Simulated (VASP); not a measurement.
A run of VASP 6.6.1 is set up as follows.

Contents of INCAR:

```
SYSTEM = Si2W
PREC = Accurate
ENCUT = 520
EDIFF = 1E-7
ISMEAR = 0
SIGMA = 0.15
LREAL = .FALSE.
LASPH = .TRUE.
NELM = 80
ALGO = Normal
ISIF = 2
LWAVE = .FALSE.
LCHARG = .FALSE.
NBANDS = 18
```

The input KPOINTS:

```
Automatic mesh
0
G
  18 18 18
  0 0 0
```

Contents of POSCAR:

```
Si2W
1.0
   -1.6685459133      1.6685459133      3.5416555556
    1.6685459133     -1.6685459133      3.5416555556
    1.6685459133      1.6685459133     -3.5416555556
Si W
2 1
Direct
    0.3346644983      0.3346644983      0.0000000000
    0.6653355017      0.6653355017      0.0000000000
    0.0000000000      0.0000000000      0.0000000000
```

Potentials or basis: VASP PAW LDA potentials, release 64 (Si, W_sv).

Launch:

```console
$ cat potpaw_LDA.64/Si/POTCAR potpaw_LDA.64/W_sv/POTCAR > POTCAR
$ mpirun -np 1 vasp_std > vasp.out
```

Problem. Estimate the pressure.

Solution. 9.7 GPa.

Problem. Predict the largest force.

Solution. 0.255 eV/Å.

Forces in eV/Å, atoms in the order of the input:
```
Si   0.000  0.000  0.255
Si   0.000  0.000 -0.255
W    0.000  0.000  0.000
```

Caveat: the stress differs along the axes, from -15 to 59 GPa.
